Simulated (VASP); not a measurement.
# Cu (P6_3/mmc) in VASP: a series of runs

Runs on Cu. Level: PBEsol. Tasks: single point.

All numbers are computed with VASP 6.6.1; they aren't measurements. Logs are shortened: lines on timing, memory, paths and dates and some standing lists are left out, and cuts for length are marked.

## Step 1: The cell of the first run

It takes space group P6_3/mmc (No. 194, hexagonal). The conventional cell has a = 2.602 Å, b = 2.602 Å, c = 4.249 Å, α = 90.00°, β = 90.00°, γ = 120.00°. Within 3.4 Å of Cu (site symmetry -6m2) lie 12 Cu at 2.60 Å.

## Step 2: Single point, PBEsol (volume scaled by 1.10, then relaxed in part)

INCAR

```
PREC     = Accurate       # precision mode
ENCUT    = 700            # plane-wave cutoff, eV
EDIFF    = 1E-6           # SCF threshold, eV
ISMEAR   = 0              # smearing method
SIGMA    = 0.1            # smearing width, eV
LREAL    = F              # projectors in reciprocal space
LASPH    = T              # aspherical terms in the spheres
NELM     = 120            # most SCF steps
ALGO     = Normal         # electronic algorithm
ISIF     = 2              # what is computed and relaxed
LWAVE    = F              # write WAVECAR
LCHARG   = F              # write CHGCAR
GGA      = PS             # functional
NBANDS   = 26             # bands
GGA_COMPAT= F
```

KPOINTS

```
Automatic mesh
0
Gamma
  18 18 10
```

POSCAR

```
Cu
1.0
    2.6019559948      0.0000000000      0.0000000000
   -1.3009779974      2.2533599911      0.0000000000
    0.0000000000      0.0000000000      4.2494051150
Cu
2
Direct
    0.3333333333      0.6666666667      0.2500000000
    0.6666666667      0.3333333333      0.7500000000
```

Potentials or basis: VASP PAW PBE potentials, release 64 (Cu_sv_GW).

Started as:

```sh
> cat potpaw_PBE.64/Cu_sv_GW/POTCAR > POTCAR
> mpirun -np 1 vasp_std > vasp.out
```

OUTCAR:

```text
PREC = Accurate
   ENCUT = 700
   EDIFF = 1E-6
   ISMEAR = 0
   LREAL = F
   LASPH = T
   NELM = 120
   ISIF = 2
   GGA = PS

 ion  position               nearest neighbor table
   1  0.333  0.667  0.250-   2 2.60   2 2.60   2 2.60   2 2.60   2 2.60   2 2.60
   2  0.667  0.333  0.750-   1 2.60   1 2.60   1 2.60   1 2.60   1 2.60   1 2.60

  LATTYP: Found a hexagonal cell.
 ALAT       =     2.6019559948
 C/A-ratio  =     1.6331579487

  Lattice vectors:

 A1 = (   2.6019559948,   0.0000000000,   0.0000000000)
 A2 = (  -1.3009779974,   2.2533599911,   0.0000000000)
 A3 = (   0.0000000000,   0.0000000000,   4.2494051150)

Analysis of symmetry for initial positions (statically):
=====================================================================
 Subroutine PRICEL returns:
 Original cell was already a primitive cell.

 Routine SETGRP: Setting up the symmetry group for a
 hexagonal supercell.

 Subroutine GETGRP returns: Found 24 space group operations
 (whereof 12 operations were pure point group operations)
 out of a pool of 24 trial point group operations.

The static configuration has the point symmetry D_3d.
 The point group associated with its full space group is D_6h.

Analysis of symmetry for dynamics (positions and initial velocities):
=====================================================================
 Subroutine PRICEL returns:
 Original cell was already a primitive cell.

 Routine SETGRP: Setting up the symmetry group for a
 hexagonal supercell.

 Subroutine GETGRP returns: Found 24 space group operations
 (whereof 12 operations were pure point group operations)
 out of a pool of 24 trial point group operations.

The dynamic configuration has the point symmetry D_3d.
 The point group associated with its full space group is D_6h.

 Subroutine INISYM returns: Found 24 space group operations
 (whereof 12 operations are pure point group operations),
 and found     1 'primitive' translations

----------------------------------------------------------------------------------------

                                     Primitive cell

  volume of cell :      24.9149

  direct lattice vectors                    reciprocal lattice vectors
[... 75 lines left out ...]
   NGX,Y,Z   is equivalent  to a cutoff of  15.33, 15.33, 15.65 a.u.
   NGXF,Y,Z  is equivalent  to a cutoff of  30.67, 30.67, 31.30 a.u.
 SYSTEM =  unknown system
   PREC   = accura    normal or accurate (medium, high low for compatibility)
   ISTART =      0    job   : 0-new  1-cont  2-samecut
   ICHARG =      2    charge: 1-file 2-atom 10-const
   ISPIN  =      1    spin polarized calculation?
   LNONCOLLINEAR =      F non collinear calculations
   LSORBIT =      F    spin-orbit coupling
   LASPH  =      T    aspherical Exc in radial PAW
   ENCUT  =  700.0 eV  51.45 Ry    7.17 a.u.   5.61  5.61  9.17*2*pi/ulx,y,z
   NELM   =    120;   NELMIN=  2; NELMDL= -5     # of ELM steps
   EDIFF  = 0.1E-05   stopping-criterion for ELM
   LREAL  =      F    real-space projection
   EDIFFG = 0.1E-04   stopping-criterion for IOM
   NSW    =      0    number of steps for IOM
   IBRION =     -1    ionic relax: 0-MD 1-quasi-New 2-CG
   NFREE  =      0    steps in history (QN), initial steepest desc. (CG)
   ISIF   =      2    stress and relaxation
   ISYM   =      2    0-nonsym 1-usesym 2-fastsym
   POTIM  = 0.5000    time-step for ionic-motion
   TEBEG  =    0.0;   TEEND  =   0.0 temperature during run
   PSTRESS=    0.0 pullay stress
   NELECT =      38.0000    total number of electrons
   NUPDOWN=      -1.0000    fix difference up-down
   EMIN   =  10.00;   EMAX   =-10.00  energy-range for DOS
   EFERMI =   0.00;   METHOD = LEGACY
   ISMEAR =     0;   SIGMA  =   0.10  broadening in eV -4-tet -1-fermi 0-gaus
   EFERMI_NEDOS =   21; number of points for ismear=-14 and -15
   IALGO  =     38    algorithm
   IMIX   =      4    mixing-type and parameters
     AMIX     =   0.40;   BMIX     =  1.00
     AMIX_MAG =   1.60;   BMIX_MAG =  1.00
  volume/ion in A,a.u.               =      12.46        84.07
  Fermi-wavevector in a.u.,A,eV,Ry     =   1.884444  3.561082 48.316025  3.551128
  Thomas-Fermi vector in A             =   2.927153
   LORBIT       =      0    0 simple, 1 ext, 2 COOP (PROOUT), +10 PAW based schemes
   GGA     = PS    functional components
   LHFCALC =     F    Hartree Fock is set to
   AEXX    =    0.0000 exact exchange contribution
   IVDW    =     0    specifies the selected vdW correction
   LEPSILON=     F    determine dielectric tensor
   LRPA    =     F    only Hartree local field effects (RPA)
 non-spin polarized calculation
 Gauss-broadening in eV      SIGMA  =   0.10
  energy-cutoff  :      700.00
  volume of cell :       24.91
 maximum number of plane-waves:      1087
 NGX is ok and might be reduce to    24
   NGX = 11   NGY = 11   NGZ = 19

 number of electron      37.9999983 magnetization

 Free energy of the ion-electron system (eV)
  ---------------------------------------------------
  ext. energy  EPLUGINS =         0.00000000
  ---------------------------------------------------
  free energy    TOTEN  =        -8.65772083 eV

  energy without entropy =       -8.65264162  energy(sigma->0) =       -8.65518122

 E-fermi :   6.6993     XC(G=0): -13.2095

 val. band max:        6.6749744143   @ k =   0.2222   0.2222   0.5000
 cond. band min:       6.7189702187   @ k =   0.3333   0.1667   0.3000
 fundamental gap:      0.0439958045
 Fermi energy:         6.6992872081

 k-point     1 :       0.0000    0.0000    0.0000
  band No.  band energies     occupation
      1    -105.3451      2.00000
      2    -105.3347      2.00000
      3     -62.9206      2.00000
      4     -62.8460      2.00000
      5     -62.8460      2.00000
      6     -62.8327      2.00000
[... 685 lines left out ...]
     25      18.2413      0.00000
     26      25.2461      0.00000

 [... further k-points ...]
[... 5 lines left out ...]
  --------------------------------------------------------------------------------------
  -------------------------------------------------------------------------------------
  Total       -2.6554594     -2.6554594     -2.6512664     -0.0000000      0.0000000      0.0000000
  in kB     -170.7621393   -170.7621394   -170.4925060     -0.0000000      0.0000000      0.0000000
  external PRESSURE =    -170.6722616 kB  Pullay stress =       0.0000000 kB

 VOLUME and BASIS-vectors are now :
 -----------------------------------------------------------------------------
  energy-cutoff  :      700.00
  volume of cell :       24.91
      direct lattice vectors                 reciprocal lattice vectors
     2.601955995  0.000000000  0.000000000     0.384326254  0.221890866  0.000000000
    -1.300977997  2.253359991  0.000000000     0.000000000  0.443781732  0.000000000
     0.000000000  0.000000000  4.249405115     0.000000000  0.000000000  0.235327057

 POSITION                                       TOTAL-FORCE (eV/Angst)
 -----------------------------------------------------------------------------------
     -0.00000      1.50224      1.06235         0.000000      0.000000      0.000000
      1.30098      0.75112      3.18705        -0.000000      0.000000      0.000000
 -----------------------------------------------------------------------------------
    total drift:                               -0.000000      0.000000     -0.000000

  FREE ENERGIE OF THE ION-ELECTRON SYSTEM (eV)
  ---------------------------------------------------
  free  energy   TOTEN  =        -8.6577208314 eV

  energy  without entropy=       -8.6526416175  energy(sigma->0) =       -8.65518122
```

stdout:

```text
POSCAR found type information on POSCAR Cu
 POSCAR found :  1 types and       2 ions
 scaLAPACK will be used
 -----------------------------------------------------------------------------
|                                                                             |
|                                                                             |
|     You enforced a specific xc type in the INCAR file but a different       |
|     I HOPE YOU KNOW WHAT YOU ARE DOING!                                     |
|                                                                             |
 -----------------------------------------------------------------------------

 LDA part: xc-table for (Slater+PW92), standard interpolation
 POSCAR, INCAR and KPOINTS ok, starting setup
 FFT: planning ... GRIDC
 FFT: planning ... GRID_SOFT
 FFT: planning ... GRID
 WAVECAR not read
 entering main loop
```

Run time: 79 s. Hardware: 1 thread of Intel Xeon 6975P-C (Granite Rapids), shared host; peak memory 0.34 GiB.

What came out:

- Free energy: -8.6577 eV
- Pressure: -17.1 GPa
- Band gap on the k mesh: zero (band 19 reaches 10.64 eV, above the bottom of band 20 at 4.93 eV)

Caveat: the PAW data sets were made with another functional, which shifts forces and pressure a little.

## Step 3: Single point, PBEsol (volume scaled by 1.03, then relaxed in part)

INCAR

```
ALGO = Normal ; EDIFF = 1E-6
ENCUT = 700 ; GGA = PS
GGA_COMPAT = False ; ISIF = 2
ISMEAR = 0 ; LASPH = True
LCHARG = False ; LREAL = False
LWAVE = False ; NBANDS = 26
NELM = 120 ; PREC = Accurate
SIGMA = 0.1
```

KPOINTS

```
k-points
0
Gamma
  18 18 10
```

POSCAR

```
Cu
1.0
    2.5455489954      0.0000000000      0.0000000000
   -1.2727744977      2.2045100966      0.0000000000
    0.0000000000      0.0000000000      4.1572835756
Cu
2
Direct
    0.3333333333      0.6666666667      0.2500000000
    0.6666666667      0.3333333333      0.7500000000
```

Potentials or basis: VASP PAW PBE potentials, release 64 (Cu_sv_GW).

Started as:

```sh
> cat potpaw_PBE.64/Cu_sv_GW/POTCAR > POTCAR
> mpirun -np 1 vasp_std > vasp.out
```

It took 2.2 min on 1 thread of AMD EPYC 9R45 (Zen 5), shared host; peak memory 0.29 GiB.

Results (log left out):

| Property | Result |
| --- | --- |
| Free energy | -8.7444 eV |
| Pressure | -9.4 GPa |
| Band gap on the k mesh | zero (band 19 reaches 11.58 eV, above the bottom of band 20 at 5.63 eV) |

Levels at points of the mesh, in eV from the Fermi level:
```
           k point  band 17  band 18  band 19  band 20  band 21  band 22
(0.00, 0.00, 0.00)    -2.40    -1.63    -1.63    -1.06     3.86    21.50
(0.50, 0.00, 0.00)    -1.48    -1.43     0.06     1.63     7.82     8.17
(0.00, 0.00, 0.50)    -1.86    -1.86    -1.86    -1.86    12.56    12.56
(0.50, 0.00, 0.50)    -1.47    -1.47     0.48     0.48     4.94     4.94
```

Caveat: the PAW data sets were made with another functional, which shifts forces and pressure a little.

## Step 4: Single point, PBEsol (equal strain along all axes, cell held: -6.0 %)

INCAR

```
SYSTEM = Cu
PREC = Accurate
ENCUT = 520
EDIFF = 1E-7
ISMEAR = 0
SIGMA = 0.1
LREAL = .FALSE.
LASPH = .TRUE.
NELM = 100
ALGO = Fast
ISIF = 2
LWAVE = .FALSE.
LCHARG = .TRUE.
GGA = PS
LELF = .TRUE.
LVHAR = .TRUE.
NBANDS = 18
```

KPOINTS

```
Automatic mesh
0
G
  24 24 12
  0 0 0
```

POSCAR

```
Cu
1.0
    2.3693555637      0.0000000000      0.0000000000
   -1.1846777819      2.0519221088      0.0000000000
    0.0000000000      0.0000000000      3.8695318715
Cu
2
Direct
    0.3333333333      0.6666666667      0.2500000000
    0.6666666667      0.3333333333      0.7500000000
```

Potentials or basis: VASP PAW PBE potentials, release 64 (Cu).

Started as:

```sh
> cat potpaw_PBE.64/Cu/POTCAR > POTCAR
> mpirun -np 1 vasp_std > vasp.out
```

It took 83 s on 1 thread of AMD EPYC 9R45 (Zen 5), shared host; peak memory 0.2 GiB.

It converged, with:

- Free energy: -8.0915 eV
- Pressure: 49.9 GPa
- Band gap on the k mesh: zero (band 11 reaches 15.24 eV, above the bottom of band 12 at 8.27 eV)

Stress tensor (GPa, compression positive):
```
49.63  0.00  0.00
 0.00 49.63  0.00
 0.00  0.00 50.54
```

Levels at points of the mesh, in eV from the Fermi level:
| k point | band 7 | band 8 | band 9 | band 10 | band 11 | band 12 | band 13 | band 14 | band 15 | band 16 |
| --- | --- | --- | --- | --- | --- | --- | --- | --- | --- | --- |
| (0.00, 0.00, 0.00) | -3.46 | -3.06 | -3.06 | -2.00 | -2.00 | -1.75 | 5.04 | 23.15 | 25.42 | 25.42 |
| (0.50, 0.00, 0.00) | -3.43 | -1.86 | -1.79 | -1.72 | 0.00 | 2.07 | 8.89 | 9.59 | 12.19 | 13.41 |
| (0.00, 0.00, 0.50) | -3.82 | -3.82 | -2.31 | -2.31 | -2.31 | -2.31 | 14.48 | 14.48 | 23.94 | 23.94 |
| (0.50, 0.00, 0.50) | -2.31 | -2.31 | -1.78 | -1.78 | 0.24 | 0.24 | 6.21 | 6.21 | 18.59 | 18.59 |

Caveat: the cell differs from its parent crystal (equal strain along all axes, cell held: -6.0 %); the PAW data sets were made with another functional, which shifts forces and pressure a little.

## Step 5: Summary

| potentials or basis | cell | k mesh | cutoff (eV) | second run | gap on the mesh (eV) | pressure (GPa) |
| --- | --- | --- | --- | --- | --- | --- |
| VASP PAW PBE potentials, release 64 (Cu_sv_GW) | a = 2.602, b = 2.602, c = 4.249 Å, angles 90.0, 90.0, 120.0°, 2 atoms | 18 × 18 × 10 | 700 | valence_matched | none | -17.1 |
| VASP PAW PBE potentials, release 64 (Cu_sv_GW) | a = 2.546, b = 2.546, c = 4.157 Å, angles 90.0, 90.0, 120.0°, 2 atoms | 18 × 18 × 10 | 700 | valence_matched | none | -9.4 |
| VASP PAW PBE potentials, release 64 (Cu) | a = 2.369, b = 2.369, c = 3.870 Å, angles 90.0, 90.0, 120.0°, 2 atoms | 24 × 24 × 12 | 520 | - | none | 49.9 |

Alike in all rows: task single point; level PBEsol; no spin polarisation; smearing gaussian 0.1 eV.

Caveats: the PAW data sets were made with another functional, which shifts forces and pressure a little.

Absolute energies hang on the potentials; compare differences alone.
